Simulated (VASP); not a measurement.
# Mo (P6/mmm) in VASP: notebook

The runs below take Mo through single point, with PBEsol.

Program: VASP 6.6.1. These are calculated values, not measurements. Logs are shortened: lines on timing, memory, paths and dates and some standing lists are left out, and cuts for length are marked.

### Step 1. The cell of the first run

The structure is hexagonal, space group P6/mmm (No. 191). Conventional cell: a = 2.736 Å, b = 2.736 Å, c = 2.555 Å, α = 90.00°, β = 90.00°, γ = 120.00°. Mo (site symmetry 6/mmm) has 8 Mo at 2.56 to 2.74 Å within 3.4 Å.

### Step 2. Single point, PBEsol

Input file INCAR:

```
SYSTEM = Mo
ALGO     = Normal         ! electronic algorithm
EDIFF    = 1E-6           ! SCF threshold, eV
ENCUT    = 520            ! plane-wave cutoff, eV
GGA      = PS             ! functional
ISIF     = 2              ! what is computed and relaxed
ISMEAR   = 0              ! smearing method
LASPH    = .True.         ! aspherical terms in the spheres
LCHARG   = .True.         ! write CHGCAR
LELF     = .True.         ! ELF
LREAL    = .False.        ! projectors in reciprocal space
LVHAR    = .True.       
LWAVE    = .False.        ! write WAVECAR
NBANDS   = 13             ! bands
NELM     = 100            ! most SCF steps
PREC     = Accurate       ! precision mode
SIGMA    = 0.15           ! smearing width, eV
```

Input file KPOINTS:

```
k-points
0
Gamma
  18 18 18
  0 0 0
```

Input file POSCAR:

```
Mo
1.0
    2.7355103972      0.0000000000      0.0000000000
   -1.3677551986      2.3690214963      0.0000000000
    0.0000000000      0.0000000000      2.5551807000
Mo
1
Direct
    0.0000000000      0.0000000000      0.5000000000
```

Potentials or basis: VASP PAW PBE potentials, release 64 (Mo_sv).

Command:

```bash
$ cat potpaw_PBE.64/Mo_sv/POTCAR > POTCAR
$ mpirun -np 1 vasp_std > vasp.out
```

OUTCAR:

```text
SYSTEM = Mo
   EDIFF = 1E-6
   ENCUT = 520
   GGA = PS
   ISIF = 2
   ISMEAR = 0
   LASPH = .True.
   LREAL = .False.
   NELM = 100
   PREC = Accurate

 ion  position               nearest neighbor table
   1  0.000  0.000  0.500-

  LATTYP: Found a hexagonal cell.
 ALAT       =     2.7355103972
 C/A-ratio  =     0.9340782264

  Lattice vectors:

 A1 = (   2.7355103972,   0.0000000000,   0.0000000000)
 A2 = (  -1.3677551986,   2.3690214963,   0.0000000000)
 A3 = (   0.0000000000,   0.0000000000,   2.5551807000)

Analysis of symmetry for initial positions (statically):
=====================================================================
 Subroutine PRICEL returns:
 Original cell was already a primitive cell.

 Routine SETGRP: Setting up the symmetry group for a
 hexagonal supercell.

 Subroutine GETGRP returns: Found 24 space group operations
 (whereof 24 operations were pure point group operations)
 out of a pool of 24 trial point group operations.

The static configuration has the point symmetry D_6h.

Analysis of symmetry for dynamics (positions and initial velocities):
=====================================================================
 Subroutine PRICEL returns:
 Original cell was already a primitive cell.

 Routine SETGRP: Setting up the symmetry group for a
 hexagonal supercell.

 Subroutine GETGRP returns: Found 24 space group operations
 (whereof 24 operations were pure point group operations)
 out of a pool of 24 trial point group operations.

The dynamic configuration has the point symmetry D_6h.

 Subroutine INISYM returns: Found 24 space group operations
 (whereof 24 operations are pure point group operations),
 and found     1 'primitive' translations

----------------------------------------------------------------------------------------

                                     Primitive cell

  volume of cell :      16.5588

  direct lattice vectors                    reciprocal lattice vectors
     2.735510397  0.000000000  0.000000000     0.365562493  0.211057604  0.000000000
    -1.367755199  2.369021496  0.000000000     0.000000000  0.422115207  0.000000000
     0.000000000  0.000000000  2.555180700     0.000000000  0.000000000  0.391361754

  length of vectors
     2.735510397  2.735510397  2.555180700     0.422115207  0.422115207  0.391361754

  position of ions in fractional coordinates (direct lattice)
     0.000000000  0.000000000  0.500000000

  ion indices of the primitive-cell ions
   primitive index   ion index
                 1           1

----------------------------------------------------------------------------------------

 KPOINTS: k-points

Automatic generation of k-mesh.
 Grid dimensions read from file:
 generate k-points for:   18   18   18

 Generating k-lattice:

  Cartesian coordinates                     Fractional coordinates (reciprocal lattice)
     0.020309027  0.011725422  0.000000000     0.055555556  0.000000000  0.000000000
     0.000000000  0.023450845  0.000000000     0.000000000  0.055555556  0.000000000
     0.000000000  0.000000000  0.021742320     0.000000000  0.000000000  0.055555556

  Length of vectors
     0.023450845  0.023450845  0.021742320

  Shift w.r.t. Gamma in fractional coordinates (k-lattice)
     0.000000000  0.000000000  0.000000000

 Subroutine IBZKPT returns following result:
 ===========================================

 Found    370 irreducible k-points:

 Following reciprocal coordinates:
            Coordinates               Weight
  0.000000  0.000000  0.000000      1.000000
  0.055556  0.000000  0.000000      6.000000
  0.111111  0.000000  0.000000      6.000000
  0.166667 -0.000000  0.000000      6.000000
  0.222222 -0.000000  0.000000      6.000000
  0.277778 -0.000000  0.000000      6.000000
[... 16 lines left out ...]
  0.333333  0.111111  0.000000     12.000000
  0.388889  0.111111  0.000000     12.000000
 [... further k-points ...]
   k-points           NKPTS =    370   k-points in BZ     NKDIM =    370   number of bands    NBANDS=     13
   number of dos      NEDOS =    301   number of ions     NIONS =      1
   total plane-waves  NPLWV =   8000
   dimension x,y,z NGX =    20 NGY =   20 NGZ =   20
   dimension x,y,z NGXF=    40 NGYF=   40 NGZF=   40
   ions per type =               1
   NGX,Y,Z   is equivalent  to a cutoff of  12.15, 12.15, 13.01 a.u.
   NGXF,Y,Z  is equivalent  to a cutoff of  24.31, 24.31, 26.02 a.u.
 SYSTEM =  Mo
   PREC   = accura    normal or accurate (medium, high low for compatibility)
   ISTART =      0    job   : 0-new  1-cont  2-samecut
   ICHARG =      2    charge: 1-file 2-atom 10-const
   ISPIN  =      1    spin polarized calculation?
   LNONCOLLINEAR =      F non collinear calculations
   LSORBIT =      F    spin-orbit coupling
   LASPH  =      T    aspherical Exc in radial PAW
   ENCUT  =  520.0 eV  38.22 Ry    6.18 a.u.   5.09  5.09  4.75*2*pi/ulx,y,z
   NELM   =    100;   NELMIN=  2; NELMDL= -5     # of ELM steps
   EDIFF  = 0.1E-05   stopping-criterion for ELM
   LREAL  =      F    real-space projection
   EDIFFG = 0.1E-04   stopping-criterion for IOM
   NSW    =      0    number of steps for IOM
   IBRION =     -1    ionic relax: 0-MD 1-quasi-New 2-CG
   NFREE  =      0    steps in history (QN), initial steepest desc. (CG)
   ISIF   =      2    stress and relaxation
   ISYM   =      2    0-nonsym 1-usesym 2-fastsym
   POTIM  = 0.5000    time-step for ionic-motion
   TEBEG  =    0.0;   TEEND  =   0.0 temperature during run
   PSTRESS=    0.0 pullay stress
   NELECT =      14.0000    total number of electrons
   NUPDOWN=      -1.0000    fix difference up-down
   EMIN   =  10.00;   EMAX   =-10.00  energy-range for DOS
   EFERMI =   0.00;   METHOD = LEGACY
   ISMEAR =     0;   SIGMA  =   0.15  broadening in eV -4-tet -1-fermi 0-gaus
   EFERMI_NEDOS =   21; number of points for ismear=-14 and -15
   IALGO  =     38    algorithm
   IMIX   =      4    mixing-type and parameters
     AMIX     =   0.40;   BMIX     =  1.00
     AMIX_MAG =   1.60;   BMIX_MAG =  1.00
  volume/ion in A,a.u.               =      16.56       111.74
  Fermi-wavevector in a.u.,A,eV,Ry     =   1.548013  2.925320 32.604229  2.396343
  Thomas-Fermi vector in A             =   2.653024
   LORBIT       =      0    0 simple, 1 ext, 2 COOP (PROOUT), +10 PAW based schemes
   GGA     = PS    functional components
   LHFCALC =     F    Hartree Fock is set to
   AEXX    =    0.0000 exact exchange contribution
   IVDW    =     0    specifies the selected vdW correction
   LEPSILON=     F    determine dielectric tensor
   LRPA    =     F    only Hartree local field effects (RPA)
 non-spin polarized calculation
 Gauss-broadening in eV      SIGMA  =   0.15
  energy-cutoff  :      520.00
  volume of cell :       16.56
 maximum number of plane-waves:       460
   NGX = 11   NGY = 11   NGZ =  9

 number of electron      14.0000002 magnetization

 Free energy of the ion-electron system (eV)
  ---------------------------------------------------
  ext. energy  EPLUGINS =         0.00000000
  ---------------------------------------------------
  free energy    TOTEN  =       -10.86921006 eV

  energy without entropy =      -10.85950684  energy(sigma->0) =      -10.86435845

 E-fermi :  11.4135     XC(G=0): -13.1175

 val. band max:       11.4120212224   @ k =   0.1111   0.0000   0.2778
 cond. band min:      11.4224427782   @ k =   0.1667   0.1111   0.4444
 fundamental gap:      0.0104215558
 Fermi energy:        11.4134836594

 k-point     1 :       0.0000    0.0000    0.0000
  band No.  band energies     occupation
      1     -49.5165      2.00000
      2     -22.8170      2.00000
      3     -22.8170      2.00000
      4     -22.7606      2.00000
      5       4.6078      2.00000
      6       7.1137      2.00000
      7      10.5275      2.00000
      8      10.5275      2.00000
      9      15.5513      0.00000
     10      15.5513      0.00000
     11      24.4280      0.00000
     12      27.1631      0.00000
     13      31.9531      0.00000

 k-point     2 :       0.0556    0.0000    0.0000
  band No.  band energies     occupation
      1     -49.5099      2.00000
      2     -22.8617      2.00000
      3     -22.8270      2.00000
      4     -22.7560      2.00000
      5       4.7296      2.00000
      6       7.1665      2.00000
      7      10.4047      2.00000
      8      10.6394      2.00000
      9      15.4167      0.00000
     10      15.5295      0.00000
     11      24.7088      0.00000
     12      27.4103      0.00000
     13      31.2450      0.00000

 k-point     3 :       0.1111    0.0000    0.0000
  band No.  band energies     occupation
      1     -49.4906      2.00000
      2     -22.9892      2.00000
      3     -22.8556      2.00000
      4     -22.7425      2.00000
      5       5.0753      2.00000
      6       7.3198      2.00000
      7      10.0903      2.00000
      8      10.9705      1.99997
      9      15.0528      0.00000
     10      15.4674      0.00000
     11      25.4691      0.00000
     12      28.1036      0.00000
     13      29.8493      0.00000
[... 305 lines left out ...]
 k-point    23 :       0.3333    0.1111    0.0000
  band No.  band energies     occupation
      1     -49.3089      2.00000
      2     -24.0183      2.00000
      3     -23.1998      2.00000
      4     -22.6170      2.00000
      5       7.1328      2.00000
      6       8.1229      2.00000
      7      10.8163      2.00000
      8      12.7594      0.00000
      9      14.6951      0.00000
     10      15.6299      0.00000
     11      22.3194      0.00000
     12      24.6863      0.00000
     13      29.3516      0.00000

 k-point    24 :       0.3889    0.1111    0.0000
  band No.  band energies     occupation
      1     -49.2901      2.00000
      2     -24.1170      2.00000
      3     -23.2351      2.00000
      4     -22.6041      2.00000
      5       7.0072      2.00000
      6       8.2890      2.00000
      7      11.4854      0.49774
      8      12.5769      0.00000
      9      14.6185      0.00000
     10      16.3529      0.00000
     11      21.5260      0.00000
     12      24.0040      0.00000
     13      28.8406      0.00000

 [... further k-points ...]

------------------------ aborting loop because EDIFF is reached ----------------------------------------

  FORCE on cell =-STRESS in cart. coord.  units (eV):
  Direction    XX          YY          ZZ          XY          YZ          ZX
  --------------------------------------------------------------------------------------
  -------------------------------------------------------------------------------------
  Total       -0.0946388     -0.0946388     -0.8186622      0.0000000      0.0000000      0.0000000
  in kB       -9.1569509     -9.1569509    -79.2111533      0.0000000      0.0000000      0.0000000
  external PRESSURE =     -32.5083517 kB  Pullay stress =       0.0000000 kB

 VOLUME and BASIS-vectors are now :
 -----------------------------------------------------------------------------
  energy-cutoff  :      520.00
  volume of cell :       16.56
      direct lattice vectors                 reciprocal lattice vectors
     2.735510397  0.000000000  0.000000000     0.365562493  0.211057604  0.000000000
    -1.367755199  2.369021496  0.000000000     0.000000000  0.422115207  0.000000000
     0.000000000  0.000000000  2.555180700     0.000000000  0.000000000  0.391361754

 POSITION                                       TOTAL-FORCE (eV/Angst)
 -----------------------------------------------------------------------------------
      0.00000      0.00000      1.27759         0.000000      0.000000      0.000000
 -----------------------------------------------------------------------------------
    total drift:                               -0.000000     -0.000000     -0.000000

  FREE ENERGIE OF THE ION-ELECTRON SYSTEM (eV)
  ---------------------------------------------------
  free  energy   TOTEN  =       -10.8692100607 eV

  energy  without entropy=      -10.8595068378  energy(sigma->0) =      -10.86435845
```

It took 27 s on 1 thread of Intel Xeon Platinum 8488C (Sapphire Rapids), shared host; peak memory 0.18 GiB.

What came out:

```
Free energy            : -10.8692 eV
Pressure               : -3.3 GPa
Band gap on the k mesh : zero (band 7 reaches 12.41 eV, above the bottom of band 8 at 10.53 eV)
```

Stress tensor (GPa, compression positive):
```
-0.92  0.00  0.00
 0.00 -0.92  0.00
 0.00  0.00 -7.92
```

Levels at points of the mesh, in eV from the Fermi level:
| k point | band 4 | band 5 | band 6 | band 7 | band 8 | band 9 | band 10 | band 11 |
| --- | --- | --- | --- | --- | --- | --- | --- | --- |
| (0.00, 0.00, 0.00) | -34.17 | -6.81 | -4.30 | -0.89 | -0.89 | 4.14 | 4.14 | 13.01 |
| (0.50, 0.00, 0.00) | -34.02 | -4.92 | -3.11 | 0.99 | 1.05 | 3.46 | 4.45 | 10.17 |
| (0.00, 0.00, 0.50) | -34.07 | -3.72 | -0.07 | -0.07 | 0.03 | 0.82 | 0.82 | 10.09 |
| (0.50, 0.00, 0.50) | -34.37 | -5.33 | -3.39 | -0.45 | 4.80 | 6.07 | 6.40 | 7.24 |

Caveat: the PAW data sets were made with another functional, which shifts forces and pressure a little.

### Step 3. Single point, PBEsol

Input file INCAR:

```
SYSTEM = Mo
ALGO = Fast
EDIFF = 1E-6
ENCUT = 520
GGA = PS
ISIF = 2
ISMEAR = 0
LASPH = .TRUE.
LCHARG = .FALSE.
LREAL = .FALSE.
LWAVE = .FALSE.
NBANDS = 13
NELM = 100
PREC = Accurate
SIGMA = 0.15
```

Input file KPOINTS:

```
k-points
0
G
  24 24 20
  0 0 0
```

POSCAR is that of step 2.

Potentials or basis: VASP PAW PBE potentials, release 64 (Mo_sv).

Command:

```bash
$ cat potpaw_PBE.64/Mo_sv/POTCAR > POTCAR
$ mpirun -np 1 vasp_std > vasp.out
```

Run time: 53 s. Hardware: 1 thread of Intel Xeon Platinum 8488C (Sapphire Rapids), shared host; peak memory 0.23 GiB.

The run converged. Its results:

| Quantity | Value |
| --- | --- |
| Free energy | -10.8644 eV |
| Pressure | -3.6 GPa |
| Band gap on the k mesh | zero (band 7 reaches 12.41 eV, above the bottom of band 8 at 10.53 eV) |

Stress tensor (GPa, compression positive):
```
-0.56  0.00  0.00
 0.00 -0.56  0.00
 0.00  0.00 -9.66
```

Levels at points of the mesh, in eV from the Fermi level:
```
           k point  band 4  band 5  band 6  band 7  band 8  band 9  band 10  band 11
(0.00, 0.00, 0.00)  -34.21   -6.84   -4.34   -0.92   -0.92    4.10     4.10    12.98
(0.50, 0.00, 0.00)  -34.06   -4.95   -3.15    0.96    1.02    3.43     4.42    10.14
(0.00, 0.00, 0.50)  -34.10   -3.76   -0.10   -0.10   -0.01    0.78     0.78    10.05
(0.50, 0.00, 0.50)  -34.41   -5.36   -3.42   -0.48    4.77    6.03     6.36     7.21
```

Caveat: the PAW data sets were made with another functional, which shifts forces and pressure a little.
